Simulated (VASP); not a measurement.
# Se (P3_121) in VASP: further runs

Se is run at these levels: r2SCAN, PBE; tasks: single point.

Everything below comes from runs of VASP 6.6.1. Logs are shortened: lines on timing, memory, paths and dates and some standing lists are left out, and cuts for length are marked.

**1. The cell of the first run**

It takes space group P3_121 (No. 152, trigonal). Conventional cell: a = 4.395 Å, b = 4.395 Å, c = 4.986 Å, α = 90.00°, β = 90.00°, γ = 120.00°. Within 3.2 Å of Se (site symmetry 2) lie 2 Se at 2.39 Å.

**2. Single point, r2SCAN**

Input file POSCAR:

```
Se
1.0
    4.3951160745      0.0000000000      0.0000000000
   -2.1975580372      3.8062821731      0.0000000000
    0.0000000000      0.0000000000      4.9864062541
Se
3
Direct
    0.7746000000      0.7746000000      0.0000000000
    0.0000000000      0.2254000000      0.6666666667
    0.2254000000      0.0000000000      0.3333333333
```

Input file INCAR.step1:

```
SYSTEM = Se
ALGO     = Normal         ! electronic algorithm
EDIFF    = 1E-4           ! SCF threshold, eV
ENCUT    = 520            ! plane-wave cutoff, eV
GGA      = PE             ! functional
ISMEAR   = -1             ! smearing method
LASPH    = .TRUE.         ! aspherical terms in the spheres
LCHARG   = .FALSE.        ! write CHGCAR
LREAL    = .FALSE.        ! projectors in reciprocal space
LWAVE    = .TRUE.         ! write WAVECAR
NBANDS   = 16             ! bands
NELM     = 80             ! most SCF steps
PREC     = Accurate       ! precision mode
SIGMA    = 0.05           ! smearing width, eV
```

Input file INCAR.step2:

```
SYSTEM = Se
ALGO     = Normal         ! electronic algorithm
EDIFF    = 1E-6           ! SCF threshold, eV
ENCUT    = 520            ! plane-wave cutoff, eV
ISIF     = 2              ! what is computed and relaxed
ISMEAR   = -1             ! smearing method
ISTART   = 1            
LASPH    = .TRUE.         ! aspherical terms in the spheres
LCHARG   = .FALSE.        ! write CHGCAR
LMIXTAU  = .TRUE.       
LREAL    = .FALSE.        ! projectors in reciprocal space
LWAVE    = .FALSE.        ! write WAVECAR
METAGGA  = R2SCAN         ! meta-GGA
NBANDS   = 16             ! bands
NELM     = 80             ! most SCF steps
PREC     = Accurate       ! precision mode
SIGMA    = 0.05           ! smearing width, eV
```

Input file KPOINTS:

```
k-points
0
G
  7 7 6
  0 0 0
```

Potentials or basis: VASP PAW PBE potentials, release 64 (Se).

Run with:

```
> cat potpaw_PBE.64/Se/POTCAR > POTCAR
> cp INCAR.step1 INCAR
> mpirun -np 1 vasp_std > vasp.out
> cp INCAR.step2 INCAR
> mpirun -np 1 vasp_std > vasp.out
```

OUTCAR:

```text
SYSTEM = Se
   EDIFF = 1E-6
   ENCUT = 520
   ISIF = 2
   ISMEAR = -1
   ISTART = 1
   LASPH = .TRUE.
   LREAL = .FALSE.
   METAGGA = R2SCAN
   NELM = 80
   PREC = Accurate

 ion  position               nearest neighbor table
   1  0.775  0.775  0.000-   2 2.39   3 2.39
   2  0.000  0.225  0.667-   1 2.39   3 2.39
   3  0.225  0.000  0.333-   1 2.39   2 2.39

  LATTYP: Found a hexagonal cell.
 ALAT       =     4.3951160745
 C/A-ratio  =     1.1345334616

  Lattice vectors:

 A1 = (   4.3951160745,   0.0000000000,   0.0000000000)
 A2 = (  -2.1975580372,   3.8062821731,   0.0000000000)
 A3 = (   0.0000000000,   0.0000000000,   4.9864062541)

Analysis of symmetry for initial positions (statically):
=====================================================================
 Subroutine PRICEL returns:
 Original cell was already a primitive cell.

 Routine SETGRP: Setting up the symmetry group for a
 hexagonal supercell.

 Subroutine GETGRP returns: Found  6 space group operations
 (whereof  2 operations were pure point group operations)
 out of a pool of 24 trial point group operations.

The static configuration has the point symmetry C_2 .
 The point group associated with its full space group is D_3 .

Analysis of symmetry for dynamics (positions and initial velocities):
=====================================================================
 Subroutine PRICEL returns:
 Original cell was already a primitive cell.

 Routine SETGRP: Setting up the symmetry group for a
 hexagonal supercell.

 Subroutine GETGRP returns: Found  6 space group operations
 (whereof  2 operations were pure point group operations)
 out of a pool of 24 trial point group operations.

The dynamic configuration has the point symmetry C_2 .
 The point group associated with its full space group is D_3 .

 Subroutine INISYM returns: Found  6 space group operations
 (whereof  2 operations are pure point group operations),
 and found     1 'primitive' translations

----------------------------------------------------------------------------------------

                                     Primitive cell

  volume of cell :      83.4178

  direct lattice vectors                    reciprocal lattice vectors
     4.395116074  0.000000000  0.000000000     0.227525276  0.131361780  0.000000000
    -2.197558037  3.806282173  0.000000000     0.000000000  0.262723559  0.000000000
     0.000000000  0.000000000  4.986406254     0.000000000  0.000000000  0.200545232

  length of vectors
     4.395116074  4.395116074  4.986406254     0.262723559  0.262723559  0.200545232

  position of ions in fractional coordinates (direct lattice)
     0.774600000  0.774600000  0.000000000
     0.000000000  0.225400000  0.666666667
     0.225400000  0.000000000  0.333333333

  ion indices of the primitive-cell ions
   primitive index   ion index
                 1           1
                 2           2
                 3           3

----------------------------------------------------------------------------------------

 KPOINTS: k-points

Automatic generation of k-mesh.
 Grid dimensions read from file:
 generate k-points for:    7    7    6

 Generating k-lattice:

  Cartesian coordinates                     Fractional coordinates (reciprocal lattice)
     0.032503611  0.018765969  0.000000000     0.142857143  0.000000000  0.000000000
     0.000000000  0.037531937  0.000000000     0.000000000  0.142857143  0.000000000
     0.000000000  0.000000000  0.033424205     0.000000000  0.000000000  0.166666667

  Length of vectors
     0.037531937  0.037531937  0.033424205

  Shift w.r.t. Gamma in fractional coordinates (k-lattice)
     0.000000000  0.000000000  0.000000000

 Subroutine IBZKPT returns following result:
 ===========================================

 Found     40 irreducible k-points:

 Following reciprocal coordinates:
            Coordinates               Weight
  0.000000  0.000000  0.000000      1.000000
  0.142857 -0.000000  0.000000      6.000000
  0.285714  0.000000  0.000000      6.000000
  0.428571  0.000000  0.000000      6.000000
  0.142857  0.142857  0.000000      6.000000
  0.285714  0.142857  0.000000     12.000000
[... 16 lines left out ...]
  0.000000  0.142857  0.333333      6.000000
  0.285714  0.000000  0.333333      6.000000
 [... further k-points ...]
   k-points           NKPTS =     40   k-points in BZ     NKDIM =     40   number of bands    NBANDS=     16
   number of dos      NEDOS =    301   number of ions     NIONS =      3
   total plane-waves  NPLWV =  51840
   dimension x,y,z NGX =    36 NGY =   36 NGZ =   40
   dimension x,y,z NGXF=    72 NGYF=   72 NGZF=   80
   ions per type =               3
   NGX,Y,Z   is equivalent  to a cutoff of  13.62, 13.62, 13.34 a.u.
   NGXF,Y,Z  is equivalent  to a cutoff of  27.23, 27.23, 26.67 a.u.
 SYSTEM =  Se
   PREC   = accura    normal or accurate (medium, high low for compatibility)
   ISTART =      1    job   : 0-new  1-cont  2-samecut
[... 32 lines left out ...]
   METAGGA = R2SCAN    functional components
   LHFCALC =     F    Hartree Fock is set to
   AEXX    =    0.0000 exact exchange contribution
   IVDW    =     0    specifies the selected vdW correction
   LEPSILON=     F    determine dielectric tensor
   LRPA    =     F    only Hartree local field effects (RPA)
 non-spin polarized calculation
  energy-cutoff  :      520.00
  volume of cell :       83.42
 maximum number of plane-waves:      2255
 NGX is ok and might be reduce to    36
   NGX = 17   NGY = 17   NGZ = 19

 number of electron      18.0000000 magnetization

 Free energy of the ion-electron system (eV)
  ---------------------------------------------------
  ext. energy  EPLUGINS =         0.00000000
  ---------------------------------------------------
  free energy    TOTEN  =       -42.91947347 eV

  energy without entropy =      -42.91947342  energy(sigma->0) =      -42.91947344

 E-fermi :   2.9019     XC(G=0):  -9.1888

 val. band max:        2.1938163512   @ k =   0.4286   0.1429   0.5000
 cond. band min:       3.6169427821   @ k =   0.2857   0.2857   0.5000
 fundamental gap:      1.4231264309
 Fermi energy:         2.9018672247

 k-point     1 :       0.0000    0.0000    0.0000
  band No.  band energies     occupation
      1     -14.1260      2.00000
      2      -9.8891      2.00000
      3      -9.8891      2.00000
      4      -1.7211      2.00000
      5      -1.7211      2.00000
      6      -1.5840      2.00000
[... 8 lines left out ...]
     15       9.1825      0.00000
     16      11.1416      0.00000

 k-point     2 :       0.1429   -0.0000    0.0000
  band No.  band energies     occupation
      1     -14.0475      2.00000
      2      -9.9624      2.00000
      3      -9.8822      2.00000
      4      -2.2705      2.00000
      5      -1.9659      2.00000
      6      -1.4213      2.00000
[... 8 lines left out ...]
     15       9.9089      0.00000
     16      11.1127      0.00000

 k-point     3 :       0.2857    0.0000    0.0000
  band No.  band energies     occupation
      1     -13.8534      2.00000
      2     -10.1600      2.00000
      3      -9.8661      2.00000
      4      -2.7960      2.00000
      5      -2.3257      2.00000
      6      -1.4395      2.00000
[... 8 lines left out ...]
     15      10.9897      0.00000
     16      11.8738      0.00000

 k-point     4 :       0.4286    0.0000    0.0000
  band No.  band energies     occupation
      1     -13.6745      2.00000
      2     -10.3569      2.00000
      3      -9.8526      2.00000
      4      -2.9926      2.00000
      5      -2.5554      2.00000
      6      -1.3377      2.00000
[... 8 lines left out ...]
     15      12.0892      0.00000
     16      12.7518      0.00000
[... 324 lines left out ...]
 k-point    22 :       0.1429   -0.0000    0.3333
  band No.  band energies     occupation
      1     -13.5170      2.00000
      2     -12.0174      2.00000
      3      -8.1040      2.00000
      4      -2.7245      2.00000
      5      -1.7852      2.00000
      6      -1.2287      2.00000
[... 8 lines left out ...]
     15      10.3845      0.00000
     16      10.6802      0.00000

 k-point    23 :       0.0000    0.1429    0.3333
  band No.  band energies     occupation
      1     -13.5159      2.00000
      2     -12.0207      2.00000
      3      -8.0927      2.00000
      4      -2.7527      2.00000
      5      -1.8758      2.00000
      6      -1.2536      2.00000
[... 8 lines left out ...]
     15      10.2251      0.00000
     16      10.8838      0.00000

 k-point    24 :       0.2857    0.0000    0.3333
  band No.  band energies     occupation
      1     -13.3437      2.00000
      2     -11.9090      2.00000
      3      -8.5068      2.00000
      4      -3.0623      2.00000
      5      -2.2873      2.00000
      6      -1.4391      2.00000
[... 8 lines left out ...]
     15      10.3987      0.00000
     16      10.9997      0.00000

 [... further k-points ...]

------------------------ aborting loop because EDIFF is reached ----------------------------------------

  FORCE on cell =-STRESS in cart. coord.  units (eV):
  Direction    XX          YY          ZZ          XY          YZ          ZX
  --------------------------------------------------------------------------------------
  -------------------------------------------------------------------------------------
  Total        0.0439429      0.0439429      0.1467858      0.0000000      0.0000000     -0.0000000
  in kB        0.8439967      0.8439967      2.8192640      0.0000000      0.0000000     -0.0000000
  external PRESSURE =       1.5024191 kB  Pullay stress =       0.0000000 kB

 VOLUME and BASIS-vectors are now :
 -----------------------------------------------------------------------------
  energy-cutoff  :      520.00
  volume of cell :       83.42
      direct lattice vectors                 reciprocal lattice vectors
     4.395116074  0.000000000  0.000000000     0.227525276  0.131361780  0.000000000
    -2.197558037  3.806282173  0.000000000     0.000000000  0.262723559  0.000000000
     0.000000000  0.000000000  4.986406254     0.000000000  0.000000000  0.200545232

 POSITION                                       TOTAL-FORCE (eV/Angst)
 -----------------------------------------------------------------------------------
      1.70223      2.94835      0.00000         0.069242      0.119931     -0.000000
     -0.49533      0.85794      3.32427         0.069242     -0.119931     -0.000000
      0.99066      0.00000      1.66214        -0.138485      0.000000      0.000000
 -----------------------------------------------------------------------------------
    total drift:                                0.000001      0.000001     -0.000000

  FREE ENERGIE OF THE ION-ELECTRON SYSTEM (eV)
  ---------------------------------------------------
  free  energy   TOTEN  =       -42.9194734666 eV

  energy  without entropy=      -42.9194734155  energy(sigma->0) =      -42.91947344
```

Run time: 82 s. Hardware: 1 thread of Intel Xeon 6975P-C (Granite Rapids), shared host; peak memory 0.24 GiB.

Results:

```yaml
Free_energy: -42.9195 eV
Pressure: 0.2 GPa
Largest_force: 0.138 eV/Å
Band_gap_on_the_k_mesh: 1.42 eV, indirect (least direct gap 1.67 eV)
```

Forces in eV/Å, atoms in the order of the input:
```
Se   0.069  0.120  0.000
Se   0.069 -0.120  0.000
Se  -0.138  0.000  0.000
```

Stress tensor (GPa, compression positive):
```
0.08 0.00 0.00
0.00 0.08 0.00
0.00 0.00 0.28
```

Caveat: the PAW data sets were made with another functional, which shifts forces and pressure a little. r2SCAN opens gaps a little over a GGA but as a rule still falls short of measured ones.

**3. Single point, r2SCAN**

This run uses another cell than the first one, of 28.35 Å³/atom, 1.020 times its volume.

Input file POSCAR:

```
Se
1.0
    4.4236565890      0.0000000000      0.0000000000
   -2.2118282945      3.8309989837      0.0000000000
    0.0000000000      0.0000000000      5.0187864228
Se
3
Direct
    0.7746000000      0.7746000000      0.0000000000
    0.0000000000      0.2254000000      0.6666666667
    0.2254000000      0.0000000000      0.3333333333
```

Input file INCAR.step1:

```
SYSTEM = Se
  PREC = Accurate
  ENCUT = 520
  ISMEAR = -1
  SIGMA = 0.05
  LREAL = .FALSE.
  LASPH = .TRUE.
  NELM = 60
  NBANDS = 16
  GGA = PE
  ALGO = Normal
  EDIFF = 1E-4
  LWAVE = .TRUE.
  LCHARG = .FALSE.
```

Input file INCAR.step2:

```
SYSTEM = Se
  PREC = Accurate
  ENCUT = 520
  EDIFF = 1E-6
  ISMEAR = -1
  SIGMA = 0.05
  LREAL = .FALSE.
  LASPH = .TRUE.
  NELM = 60
  ALGO = Normal
  ISIF = 2
  LWAVE = .FALSE.
  LCHARG = .FALSE.
  METAGGA = R2SCAN
  LMIXTAU = .TRUE.
  NBANDS = 16
  ISTART = 1
```

Input file KPOINTS:

```
Automatic mesh
0
G
  7 7 6
  0 0 0
```

Potentials or basis: VASP PAW PBE potentials, release 64 (Se).

Run with:

```
> cat potpaw_PBE.64/Se/POTCAR > POTCAR
> cp INCAR.step1 INCAR
> mpirun -np 1 vasp_std > vasp.out
> cp INCAR.step2 INCAR
> mpirun -np 1 vasp_std > vasp.out
```

Run time: 84 s. Hardware: 1 thread of Intel Xeon 6975P-C (Granite Rapids), shared host; peak memory 0.24 GiB.

The run converged. Its results:

| Quantity | Value |
| --- | --- |
| Free energy | -42.9157 eV |
| Pressure | -0.9 GPa |
| Largest force | 0.319 eV/Å |
| Band gap on the k mesh | 1.40 eV, indirect (least direct gap 1.64 eV) |

Forces in eV/Å, atoms in the order of the input:
```
Se   0.160  0.277  0.000
Se   0.160 -0.277  0.000
Se  -0.319  0.000  0.000
```

Stress tensor (GPa, compression positive):
```
-0.77  0.00  0.00
 0.00 -0.77  0.00
 0.00  0.00 -1.15
```

Levels at points of the mesh, in eV from the valence-band top:
```tsv
k point	band 6	band 7	band 8	band 9	band 10	band 11	band 12	band 13
(0.00, 0.00, 0.00)	-3.68	-1.98	-1.98	-0.40	2.07	2.07	2.39	6.71
(0.00, 0.00, 0.50)	-3.37	-1.46	-1.46	-1.11	1.47	1.48	1.48	6.95
```

Caveat: the PAW data sets were made with another functional, which shifts forces and pressure a little.

**4. Single point, r2SCAN**

This run uses another cell than the first one, of 28.90 Å³/atom, 1.039 times its volume.

Input file POSCAR:

```
Se
1.0
    4.4518335053      0.0000000000      0.0000000000
   -2.2259167526      3.8554009090      0.0000000000
    0.0000000000      0.0000000000      5.0507540772
Se
3
Direct
    0.7746000000      0.7746000000      0.0000000000
    0.0000000000      0.2254000000      0.6666666667
    0.2254000000      0.0000000000      0.3333333333
```

Input file INCAR.step1:

```
PREC = Accurate
ENCUT = 520
ISMEAR = -1
SIGMA = 0.05
LREAL = False
LASPH = True
NELM = 80
NBANDS = 16
GGA = PE
ALGO = Normal
EDIFF = 1E-4
LWAVE = True
LCHARG = False
```

Input file INCAR.step2:

```
PREC = Accurate
ENCUT = 520
EDIFF = 1E-7
ISMEAR = -1
SIGMA = 0.05
LREAL = False
LASPH = True
NELM = 80
ALGO = Normal
ISIF = 2
LWAVE = False
LCHARG = False
METAGGA = R2SCAN
LMIXTAU = True
NBANDS = 16
ISTART = 1
```

Input file KPOINTS:

```
Automatic mesh
0
Gamma
  7 7 6
```

Run with:

```
> cat potpaw_PBE.64/Se/POTCAR > POTCAR
> cp INCAR.step1 INCAR
> mpirun -np 1 vasp_std > vasp.out
> cp INCAR.step2 INCAR
> mpirun -np 1 vasp_std > vasp.out
```

Wall time 97 s (1 thread of Intel Xeon 6975P-C (Granite Rapids), shared host); peak memory 0.24 GiB.

It converged, with:

- Free energy: -42.9018 eV
- Pressure: -1.8 GPa
- Largest force: 0.488 eV/Å
- Band gap on the k mesh: 1.37 eV, indirect (least direct gap 1.61 eV)

Forces in eV/Å, atoms in the order of the input:
```
Se   0.244  0.423  0.000
Se   0.244 -0.423  0.000
Se  -0.488  0.000  0.000
```

Stress tensor (GPa, compression positive):
```
-1.54  0.00  0.00
 0.00 -1.54  0.00
 0.00  0.00 -2.44
```

Levels at points of the mesh, in eV from the valence-band top:
```
           k point  band 5  band 6  band 7  band 8  band 9  band 10  band 11  band 12  band 13  band 14
(0.00, 0.00, 0.00)   -3.78   -3.58   -1.90   -1.90   -0.37     2.05     2.05     2.38     6.67     7.09
(0.00, 0.00, 0.50)   -3.30   -3.30   -1.40   -1.40   -1.06     1.47     1.49     1.49     7.01     7.91
```

Caveat: the PAW data sets were made with another functional, which shifts forces and pressure a little. A k mesh can miss the band edges.

**5. Single point, PBE**

This run uses another cell than the first one, of 27.26 Å³/atom, 0.980 times its volume.

Input file INCAR:

```
PREC = Accurate
ENCUT = 520
EDIFF = 1E-6
ISMEAR = 0
SIGMA = 0.02
LREAL = False
LASPH = True
NELM = 80
ALGO = Normal
ISIF = 2
LWAVE = False
LCHARG = True
GGA = PE
LELF = True
LVHAR = True
NBANDS = 16
```

Input file KPOINTS:

```
regular mesh
0
Gamma
  7 7 6
```

Input file POSCAR:

```
Se
1.0
    4.3662000000      0.0000000000      0.0000000000
   -2.1831000000      3.7812401180      0.0000000000
    0.0000000000      0.0000000000      4.9536000000
Se
3
Direct
    0.7746000000      0.7746000000      0.0000000000
    0.2254000000      0.0000000000      0.3333333333
    0.0000000000      0.2254000000      0.6666666667
```

Run with:

```
> cat potpaw_PBE.64/Se/POTCAR > POTCAR
> mpirun -np 1 vasp_std > vasp.out
```

It took 15 s on 1 thread of Intel Xeon 6975P-C (Granite Rapids), shared host; peak memory 0.2 GiB.

Results (log left out):

| Property | Result |
| --- | --- |
| Free energy | -10.4700 eV |
| Pressure | 2.9 GPa |
| Largest force | 0.434 eV/Å |
| Band gap on the k mesh | 1.21 eV, indirect (least direct gap 1.47 eV) |

Forces in eV/Å, atoms in the order of the input:
```
Se  -0.217 -0.376  0.000
Se   0.434  0.000  0.000
Se  -0.217  0.376  0.000
```

Stress tensor (GPa, compression positive):
```
2.30 0.00 0.00
0.00 2.30 0.00
0.00 0.00 4.13
```

Levels at points of the mesh, in eV from the valence-band top:
```csv
k point,band 5,band 6,band 7,band 8,band 9,band 10,band 11,band 12,band 13,band 14
"(0.00, 0.00, 0.00)",-3.84,-3.76,-2.05,-2.05,-0.42,1.88,1.88,2.17,6.17,6.49
"(0.00, 0.00, 0.50)",-3.39,-3.39,-1.55,-1.55,-1.13,1.21,1.21,1.28,6.26,7.25
```

A k mesh can miss the band edges. As with any semilocal functional, this PBE gap is likely too small.

**6. Overview**

```tsv
level	cell	smearing	gap on the mesh (eV)	pressure (GPa)	largest force (eV/Å)
r2SCAN	a = 4.395, b = 4.395, c = 4.986 Å, angles 90.0, 90.0, 120.0°, 3 atoms	fermi-dirac 0.05 eV	1.42	0.2	0.14
r2SCAN	a = 4.424, b = 4.424, c = 5.019 Å, angles 90.0, 90.0, 120.0°, 3 atoms	fermi-dirac 0.05 eV	1.40	-0.9	0.32
r2SCAN	a = 4.452, b = 4.452, c = 5.051 Å, angles 90.0, 90.0, 120.0°, 3 atoms	fermi-dirac 0.05 eV	1.37	-1.8	0.49
PBE	a = 4.366, b = 4.366, c = 4.954 Å, angles 90.0, 90.0, 120.0°, 3 atoms	gaussian 0.02 eV	1.21	2.9	0.43
```

Alike in all rows: task single point; potentials or basis VASP PAW PBE potentials, release 64 (Se); no spin polarisation; k mesh 7 × 7 × 6; cutoff (eV) 520.

Caveats: the PAW data sets were made with another functional, which shifts forces and pressure a little (some runs).

Total energies depend on the potentials used, so only differences within one code and one set of settings carry meaning.
